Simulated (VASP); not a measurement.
Crystal: Sn.

```
Sn
1.0
    -2.94014    2.94014    1.59930
     2.94014   -2.94014    1.59930
     2.94014    2.94014   -1.59930
Sn
2
Cartesian
  0.0000 2.9401 0.7997
  0.0000 0.0000 0.0000
```

```yaml
Program: VASP 6.6.1
Task: relaxation of cell and atoms
Functional: PBE
Potentials_or_basis: VASP PAW PBE potentials, release 64 (Sn_d)
Cutoff: 600 eV
k_mesh: 14 × 14 × 14
Occupations: gaussian, width 0.1 eV
Spin: no spin polarisation
```

At the start: pressure 1.3 GPa; volume 27.65 Å³/atom.

Task: How do energy, volume and symmetry change on relaxing?

Result: Over 17 steps the energy falls by 3.1 meV/atom and the volume is 28.41 Å³/atom (+2.7 %); space group I4_1/amd (No. 141, to 0.05 Å).

The path:
| step | energy change (eV) | largest force (eV/Å) | pressure (GPa) | volume (Å³) |
| --- | --- | --- | --- | --- |
| 1 | 0.0000 | 0.0000 | 1.34 | 55.30 |
| 2 | -0.0058 | 0.0000 | -0.44 | 57.18 |
| 3 | -0.0062 | 0.0000 | 0.07 | 56.76 |
| 4 | -0.0062 | 0.0000 | -0.10 | 56.82 |
| 5 | -0.0062 | 0.0000 | 0.06 | 56.68 |
| 6 | -0.0062 | 0.0000 | 0.03 | 56.72 |
| 7 | -0.0062 | 0.0000 | 0.07 | 56.72 |
| 8 | -0.0062 | 0.0000 | -0.02 | 56.77 |
| 9 | -0.0062 | 0.0000 | 0.06 | 56.75 |
| 10 | -0.0062 | 0.0000 | 0.04 | 56.76 |
| 11 | -0.0062 | 0.0000 | 0.06 | 56.76 |
| 12 | -0.0062 | 0.0000 | 0.06 | 56.77 |
| 13 | -0.0062 | 0.0000 | 0.04 | 56.77 |
| 14 | -0.0062 | 0.0000 | -0.03 | 56.82 |
| 15 | -0.0062 | 0.0000 | 0.00 | 56.82 |
| 16 | -0.0062 | 0.0000 | 0.00 | 56.82 |
| 17 | -0.0062 | 0.0000 | 0.00 | 56.82 |

Final structure:
```
Sn
1.0
    -2.96254    2.96254    1.61841
     2.96254   -2.96254    1.61841
     2.96254    2.96254   -1.61841
Sn
2
Direct
  0.75000 0.25000 0.50000
  0.00000 0.00000 0.00000
```
